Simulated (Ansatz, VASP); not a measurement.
# Ni: VASP beside Ansatz

The input INCAR:

```
ALGO     = Normal         # electronic algorithm
EDIFF    = 1E-8           # SCF threshold, eV
ENCUT    = 520            # plane-wave cutoff, eV
GGA      = CA             # functional
ISIF     = 2              # what is computed and relaxed
ISMEAR   = -1             # smearing method
ISPIN    = 2              # spin polarisation
LASPH    = True           # aspherical terms in the spheres
LCHARG   = False          # write CHGCAR
LEFG     = True         
LMAXMIX  = 4              # l up to which the mixer works
LORBIT   = 11             # projections on sites
LREAL    = False          # projectors in reciprocal space
LWAVE    = False          # write WAVECAR
MAGMOM   = 1.5            # initial moments
NBANDS   = 15             # bands
NELM     = 150            # most SCF steps
PREC     = Accurate       # precision mode
SIGMA    = 0.05           # smearing width, eV
```

KPOINTS

```
k-points
0
Gamma
  20 20 20
```

POSCAR

```
Ni
1.0
    0.0000000000      1.7738236312      1.7738236312
    1.7738236312      0.0000000000      1.7738236312
    1.7738236312      1.7738236312      0.0000000000
Ni
1
Direct
    0.0000000000      0.0000000000      0.0000000000
```

Input for Ansatz:

```yaml
crystal:
  lattice:
    - [0.0, 1.7738236312, 1.7738236312]
    - [1.7738236312, 0.0, 1.7738236312]
    - [1.7738236312, 1.7738236312, 0.0]
  atoms:
    - { symbol: Ni, position: [0.0, 0.0, 0.0], spin: 1.5 }
magnetization:
  spin_polarized: true
kpoints:
  mp_grid: { grid: [20, 20, 20] }
scf:
  occupations: { method: fermi_dirac, width: 0.05 }
hamiltonian:
  xc: lda
  pseudopotentials: { kind: paw }
output:
  forces: true
  stress: true
  eigenvalues: true
  efg: { contact_densities: true }
```

Change from the starting cell: volume scaled by 1.01, PAW files.

Alike in both runs: task electric field gradients; functional LDA; k mesh 20 × 20 × 20; occupations fermi-dirac, width 0.05 eV; collinear spin.

```csv
,VASP,Ansatz
version,VASP 6.6.1,Ansatz 0.2.0
potentials or method,"VASP PAW LDA potentials, release 64 (Ni)","PAW with Ansatz's default frozen-core files, scalar-relativistic"
plane-wave cutoff (eV),520,420
valence electrons in the cell,10,18
```

|  | VASP | Ansatz | Ansatz less VASP |
| --- | --- | --- | --- |
| pressure (GPa) | -20.7 | -20.9 | -0.20 |
| net moment per atom (μB) | 0.61 | 0.63 | +0.016 |
| size of the moment on the site where the two differ most (μB) | 0.62 | 0.66 | +0.039 |

LDA's correlation is that of Perdew and Zunger in VASP and of Perdew and Wang (1992) in Ansatz. Site moments also hang on the region over which each program counts them. VASP's potentials hold 10 valence electrons a cell and Ansatz's 18, so a difference there can come from the potentials and not from the codes.
